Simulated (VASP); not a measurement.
# CdTe in VASP: a series of runs

The runs below take CdTe through single point, with r2SCAN.

All numbers are computed with VASP 6.6.1; they aren't measurements. Logs are shortened: lines on timing, memory, paths and dates and some standing lists are left out, and cuts for length are marked.

## (1) The cell of the first run

The structure is cubic, space group F-43m (No. 216). The conventional cell has a = 6.359 Å, b = 6.359 Å, c = 6.359 Å, α = 90.00°, β = 90.00°, γ = 90.00°. Within 3.6 Å of Cd (site symmetry -43m) lie 4 Te at 2.75 Å. Te (site symmetry -43m) has 4 Cd at 2.75 Å within 3.6 Å.

## (2) Single point, r2SCAN (strain -0.030 along x and y, -0.030 along z)

Contents of POSCAR:

```
CdTe
1.0
    0.0000000000      3.1795597148      3.1795597148
    3.1795597148      0.0000000000      3.1795597148
    3.1795597148      3.1795597148      0.0000000000
Cd Te
1 1
Direct
    0.0000000000      0.0000000000      0.0000000000
    0.7500000000      0.7500000000      0.7500000000
```

Contents of INCAR.step1:

```
SYSTEM = CdTe
PREC = Accurate ; ENCUT = 520
ISMEAR = 0 ; SIGMA = 0.05
LREAL = .FALSE. ; LASPH = .TRUE.
NELM = 60 ; NBANDS = 16
GGA = PE ; ALGO = Normal
EDIFF = 1E-4 ; LWAVE = .TRUE.
LCHARG = .FALSE.
```

Contents of INCAR.step2:

```
SYSTEM = CdTe
PREC = Accurate ; ENCUT = 520
EDIFF = 1E-6 ; ISMEAR = 0
SIGMA = 0.05 ; LREAL = .FALSE.
LASPH = .TRUE. ; NELM = 60
ALGO = Normal ; ISIF = 2
LWAVE = .FALSE. ; LCHARG = .FALSE.
METAGGA = R2SCAN ; LMIXTAU = .TRUE.
NBANDS = 16 ; ISTART = 1
```

Contents of KPOINTS:

```
regular mesh
0
G
  8 8 8
  0 0 0
```

Potentials or basis: VASP PAW PBE potentials, release 64 (Cd, Te).

On the command line:

```bash
> cat potpaw_PBE.64/Cd/POTCAR potpaw_PBE.64/Te/POTCAR > POTCAR
> cp INCAR.step1 INCAR
> mpirun -np 1 vasp_std > vasp.out
> cp INCAR.step2 INCAR
> mpirun -np 1 vasp_std > vasp.out
```

OUTCAR:

```text
SYSTEM = CdTe
   PREC = Accurate
   ENCUT = 520
   EDIFF = 1E-6
   ISMEAR = 0
   LREAL = .FALSE.
   LASPH = .TRUE.
   NELM = 60
   ISIF = 2
   METAGGA = R2SCAN
   ISTART = 1

 ion  position               nearest neighbor table
   1  0.000  0.000  0.000-   2 2.75   2 2.75   2 2.75   2 2.75
   2  0.750  0.750  0.750-   1 2.75   1 2.75   1 2.75   1 2.75

  LATTYP: Found a face centered cubic cell.
 ALAT       =     6.3591194296

  Lattice vectors:

 A1 = (   0.0000000000,   3.1795597148,   3.1795597148)
 A2 = (   3.1795597148,   0.0000000000,   3.1795597148)
 A3 = (   3.1795597148,   3.1795597148,   0.0000000000)

Analysis of symmetry for initial positions (statically):
=====================================================================
 Subroutine PRICEL returns:
 Original cell was already a primitive cell.

 Routine SETGRP: Setting up the symmetry group for a
 face centered cubic supercell.

 Subroutine GETGRP returns: Found 24 space group operations
 (whereof 24 operations were pure point group operations)
 out of a pool of 48 trial point group operations.

The static configuration has the point symmetry T_d .

Analysis of symmetry for dynamics (positions and initial velocities):
=====================================================================
 Subroutine PRICEL returns:
 Original cell was already a primitive cell.

 Routine SETGRP: Setting up the symmetry group for a
 face centered cubic supercell.

 Subroutine GETGRP returns: Found 24 space group operations
 (whereof 24 operations were pure point group operations)
 out of a pool of 48 trial point group operations.

The dynamic configuration has the point symmetry T_d .

 Subroutine INISYM returns: Found 24 space group operations
 (whereof 24 operations are pure point group operations),
 and found     1 'primitive' translations

----------------------------------------------------------------------------------------

                                     Primitive cell

  volume of cell :      64.2882

  direct lattice vectors                    reciprocal lattice vectors
     0.000000000  3.179559715  3.179559715    -0.157254477  0.157254477  0.157254477
     3.179559715  0.000000000  3.179559715     0.157254477 -0.157254477  0.157254477
     3.179559715  3.179559715  0.000000000     0.157254477  0.157254477 -0.157254477

  length of vectors
     4.496576471  4.496576471  4.496576471     0.272372744  0.272372744  0.272372744

[... 80 lines left out ...]
   EDIFF  = 0.1E-05   stopping-criterion for ELM
   LREAL  =      F    real-space projection
   EDIFFG = 0.1E-04   stopping-criterion for IOM
   NSW    =      0    number of steps for IOM
   IBRION =     -1    ionic relax: 0-MD 1-quasi-New 2-CG
   NFREE  =      0    steps in history (QN), initial steepest desc. (CG)
   ISIF   =      2    stress and relaxation
   ISYM   =      2    0-nonsym 1-usesym 2-fastsym
   POTIM  = 0.5000    time-step for ionic-motion
   TEBEG  =    0.0;   TEEND  =   0.0 temperature during run
   PSTRESS=    0.0 pullay stress
   NELECT =      18.0000    total number of electrons
   NUPDOWN=      -1.0000    fix difference up-down
   EMIN   =  10.00;   EMAX   =-10.00  energy-range for DOS
   EFERMI =   0.00;   METHOD = LEGACY
   ISMEAR =     0;   SIGMA  =   0.05  broadening in eV -4-tet -1-fermi 0-gaus
   EFERMI_NEDOS =   21; number of points for ismear=-14 and -15
   IALGO  =     38    algorithm
   IMIX   =      4    mixing-type and parameters
     AMIX     =   0.40;   BMIX     =  1.00
     AMIX_MAG =   1.60;   BMIX_MAG =  1.00
  volume/ion in A,a.u.               =      32.14       216.92
  Fermi-wavevector in a.u.,A,eV,Ry     =   1.070998  2.023893 15.606384  1.147037
  Thomas-Fermi vector in A             =   2.206725
   LORBIT       =      0    0 simple, 1 ext, 2 COOP (PROOUT), +10 PAW based schemes
   METAGGA = R2SCAN    functional components
   LHFCALC =     F    Hartree Fock is set to
   AEXX    =    0.0000 exact exchange contribution
   IVDW    =     0    specifies the selected vdW correction
   LEPSILON=     F    determine dielectric tensor
   LRPA    =     F    only Hartree local field effects (RPA)
 non-spin polarized calculation
 Gauss-broadening in eV      SIGMA  =   0.05
  energy-cutoff  :      520.00
  volume of cell :       64.29
 maximum number of plane-waves:      1759
 NGX is ok and might be reduce to    36
   NGX = 17   NGY = 17   NGZ = 17

 number of electron      18.0000002 magnetization

 Free energy of the ion-electron system (eV)
  ---------------------------------------------------
  ext. energy  EPLUGINS =         0.00000000
  ---------------------------------------------------
  free energy    TOTEN  =       -46.55836852 eV

  energy without entropy =      -46.55836852  energy(sigma->0) =      -46.55836852

 E-fermi :   2.9326     XC(G=0):  -9.3734

 val. band max:        2.6455655860   @ k =   0.0000   0.0000   0.0000
 cond. band min:       4.1085564040   @ k =   0.0000   0.0000   0.0000
 fundamental gap:      1.4629908179
 Fermi energy:         2.9326055753

 k-point     1 :       0.0000    0.0000    0.0000
  band No.  band energies     occupation
      1      -9.2438      2.00000
      2      -6.1313      2.00000
      3      -6.1313      2.00000
      4      -6.1313      2.00000
      5      -5.7974      2.00000
      6      -5.7974      2.00000
[... 433 lines left out ...]
      3      -6.0043      2.00000
      4      -5.8178      2.00000
      5      -5.7913      2.00000
      6      -5.2571      2.00000
[... 8 lines left out ...]
     15      13.3689      0.00000
     16      14.0960      0.00000

 [... further k-points ...]

------------------------ aborting loop because EDIFF is reached ----------------------------------------

  FORCE on cell =-STRESS in cart. coord.  units (eV):
  Direction    XX          YY          ZZ          XY          YZ          ZX
  --------------------------------------------------------------------------------------
  -------------------------------------------------------------------------------------
  Total        1.9125713      1.9125713      1.9125713      0.0000000      0.0000000     -0.0000000
  in kB       47.6647434     47.6647434     47.6647434      0.0000000      0.0000000     -0.0000000
  external PRESSURE =      47.6647434 kB  Pullay stress =       0.0000000 kB

 VOLUME and BASIS-vectors are now :
 -----------------------------------------------------------------------------
  energy-cutoff  :      520.00
  volume of cell :       64.29
      direct lattice vectors                 reciprocal lattice vectors
     0.000000000  3.179559715  3.179559715    -0.157254477  0.157254477  0.157254477
     3.179559715  0.000000000  3.179559715     0.157254477 -0.157254477  0.157254477
     3.179559715  3.179559715  0.000000000     0.157254477  0.157254477 -0.157254477

 POSITION                                       TOTAL-FORCE (eV/Angst)
 -----------------------------------------------------------------------------------
      0.00000      0.00000      0.00000         0.000000      0.000000      0.000000
      4.76934      4.76934      4.76934        -0.000000     -0.000000     -0.000000
 -----------------------------------------------------------------------------------
    total drift:                                0.000003      0.000003      0.000003

  FREE ENERGIE OF THE ION-ELECTRON SYSTEM (eV)
  ---------------------------------------------------
  free  energy   TOTEN  =       -46.5583685245 eV

  energy  without entropy=      -46.5583685245  energy(sigma->0) =      -46.55836852
```

It took 2.4 min on 1 thread of Intel Xeon 8259CL, shared host; peak memory 0.23 GiB.

What came out:

| Quantity | Value |
| --- | --- |
| Free energy | -46.5584 eV |
| Pressure | 4.8 GPa |
| Band gap on the k mesh | 1.46 eV |

Caveat: the cell differs from its parent crystal (strain -0.030 along x and y, -0.030 along z); the cell stands under pressure; the PAW data sets were made with another functional, which shifts forces and pressure a little; spin-orbit coupling is left out, which moves the levels of the heavy elements.

## (3) Single point, r2SCAN (strain +0.030 along x and y, +0.030 along z)

Contents of POSCAR:

```
CdTe
1.0
    0.0000000000      3.3762335116      3.3762335116
    3.3762335116      0.0000000000      3.3762335116
    3.3762335116      3.3762335116      0.0000000000
Cd Te
1 1
Direct
    0.0000000000      0.0000000000      0.0000000000
    0.7500000000      0.7500000000      0.7500000000
```

Contents of INCAR.step1:

```
SYSTEM = CdTe
PREC = Accurate ; ENCUT = 520
ISMEAR = 0 ; SIGMA = 0.05
LREAL = .False. ; LASPH = .True.
NELM = 100 ; NBANDS = 16
GGA = PE ; ALGO = Normal
EDIFF = 1E-4 ; LWAVE = .True.
LCHARG = .False.
```

Contents of INCAR.step2:

```
SYSTEM = CdTe
PREC = Accurate ; ENCUT = 520
EDIFF = 1E-7 ; ISMEAR = 0
SIGMA = 0.05 ; LREAL = .False.
LASPH = .True. ; NELM = 100
ALGO = Normal ; ISIF = 2
LWAVE = .False. ; LCHARG = .False.
METAGGA = R2SCAN ; LMIXTAU = .True.
NBANDS = 16 ; ISTART = 1
```

Contents of KPOINTS:

```
Automatic mesh
0
Gamma
  8 8 8
  0 0 0
```

Potentials or basis: VASP PAW PBE potentials, release 64 (Cd, Te).

On the command line:

```bash
> cat potpaw_PBE.64/Cd/POTCAR potpaw_PBE.64/Te/POTCAR > POTCAR
> cp INCAR.step1 INCAR
> mpirun -np 1 vasp_std > vasp.out
> cp INCAR.step2 INCAR
> mpirun -np 1 vasp_std > vasp.out
```

It took 3.7 min on 1 thread of Intel Xeon 8259CL, shared host; peak memory 0.23 GiB.

It converged, with:

* Free energy: -46.5854 eV
* Pressure: -2.8 GPa
* Band gap on the k mesh: 0.88 eV

Levels at points of the mesh, in eV from the valence-band top:
```
           k point  band 5  band 6  band 7  band 8  band 9  band 10  band 11  band 12  band 13  band 14
(0.00, 0.00, 0.00)   -8.02   -8.02    0.00    0.00    0.00     0.88     5.09     5.09     5.09     7.68
(0.50, 0.00, 0.00)   -8.02   -7.74   -3.83   -0.62   -0.62     2.08     5.62     5.62     7.22     8.77
(0.50, 0.50, 0.00)   -8.00   -7.63   -3.77   -1.52   -1.52     2.96     3.12     8.77     9.17     9.17
```

Caveat: the cell differs from its parent crystal (strain +0.030 along x and y, +0.030 along z); the PAW data sets were made with another functional, which shifts forces and pressure a little; spin-orbit coupling is left out, which moves the levels of the heavy elements.

## (4) Single point, r2SCAN (strain -0.030 along x and y, -0.015 along z)

Contents of POSCAR:

```
CdTe
1.0
    0.0000000000      3.1795597148      3.2287281640
    3.1795597148      0.0000000000      3.2287281640
    3.1795597148      3.1795597148      0.0000000000
Cd Te
1 1
Direct
    0.0000000000      0.0000000000      0.0000000000
    0.7500000000      0.7500000000      0.7500000000
```

Contents of INCAR.step1:

```
SYSTEM = CdTe
ALGO = Normal ; EDIFF = 1E-4
ENCUT = 520 ; GGA = PE
ISMEAR = 0 ; LASPH = .True.
LCHARG = .False. ; LREAL = .False.
LWAVE = .True. ; NBANDS = 16
NELM = 80 ; PREC = Accurate
SIGMA = 0.05
```

Contents of INCAR.step2:

```
SYSTEM = CdTe
ALGO = Normal ; EDIFF = 1E-6
ENCUT = 520 ; ISIF = 2
ISMEAR = 0 ; ISTART = 1
LASPH = .True. ; LCHARG = .False.
LMIXTAU = .True. ; LREAL = .False.
LWAVE = .False. ; METAGGA = R2SCAN
NBANDS = 16 ; NELM = 80
PREC = Accurate ; SIGMA = 0.05
```

Contents of KPOINTS:

```
k-points
0
Gamma
  8 8 8
  0 0 0
```

On the command line:

```bash
> cat potpaw_PBE.64/Cd/POTCAR potpaw_PBE.64/Te/POTCAR > POTCAR
> cp INCAR.step1 INCAR
> mpirun -np 1 vasp_std > vasp.out
> cp INCAR.step2 INCAR
> mpirun -np 1 vasp_std > vasp.out
```

It took 5.8 min on 1 thread of Intel Xeon 8259CL, shared host; peak memory 0.26 GiB.

Results (log left out):

- Free energy: -46.5846 eV
- Pressure: 3.9 GPa
- Band gap on the k mesh: 1.39 eV

Stress tensor (GPa, compression positive):
```
3.93 0.00 0.00
0.00 3.93 0.00
0.00 0.00 3.70
```

Levels at points of the mesh, in eV from the valence-band top:
```tsv
k point	band 7	band 8	band 9	band 10	band 11	band 12
(0.00, 0.00, 0.00)	-0.06	0.00	0.00	1.39	4.98	4.98
(0.50, 0.00, 0.00)	-4.77	-0.92	-0.83	2.26	5.50	5.59
(0.50, 0.50, 0.00)	-4.64	-2.04	-2.04	2.81	3.04	9.62
(0.50, 0.00, 0.50)	-4.56	-2.12	-2.09	2.74	2.91	9.74
```

Caveat: the cell differs from its parent crystal (strain -0.030 along x and y, -0.015 along z); the cell stands under pressure; the PAW data sets were made with another functional, which shifts forces and pressure a little; spin-orbit coupling is left out, which moves the levels of the heavy elements.

## (5) Summary

```csv
cell,gap on the mesh (eV),pressure (GPa)
"a = 4.497 Å, angles 60.0°, 2 atoms",1.46,4.8
"a = 4.775 Å, angles 60.0°, 2 atoms",0.88,-2.8
"a = 4.531, b = 4.531, c = 4.497 Å, angles 60.3, 60.3, 59.5°, 2 atoms",1.39,3.9
```

Alike in all rows: task single point; level r2SCAN; potentials or basis VASP PAW PBE potentials, release 64 (Cd, Te); no spin polarisation; k mesh 8 × 8 × 8; cutoff (eV) 520; smearing gaussian 0.05 eV.

Caveats: the PAW data sets were made with another functional, which shifts forces and pressure a little; spin-orbit coupling is left out, which moves the levels of the heavy elements; the cell stands under pressure (at least some runs).

Absolute energies hang on the potentials; compare differences alone.
